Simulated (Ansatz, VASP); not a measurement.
H in VASP and in Ansatz

```
H
1.0
    -1.69153    1.69153    2.05847
     1.69153   -1.69153    2.05847
     1.69153    1.69153   -2.05847
H
2
Direct
  0.90986 0.90986 0.00000
  0.09014 0.09014 0.00000
```

Alike in both runs: task relaxation of cell and atoms; functional PBEsol; k mesh 18 × 18 × 18; occupations fermi-dirac, width 0.05 eV; no spin polarisation.

|  | VASP | Ansatz |
| --- | --- | --- |
| version | VASP 6.6.1 | Ansatz 0.2.0 |
| potentials or method | VASP PAW PBE potentials, release 64 (H) | PAW with Ansatz's default frozen-core files, scalar-relativistic |
| plane-wave cutoff (eV) | 600 | 420 |
| valence electrons in the cell | 2 | 2 |

|  | VASP | Ansatz | Ansatz less VASP |
| --- | --- | --- | --- |
| relaxed volume (Å³/atom) | 12.55 | 13.43 | +0.873 |
| relaxed cell length with the largest relative difference (Å) | 3.227 | 3.304 | +0.0770 |

VASP's potentials were made for PBE, not for PBEsol. One of these differences is far larger than is usual between the two programs; its cause wasn't traced.
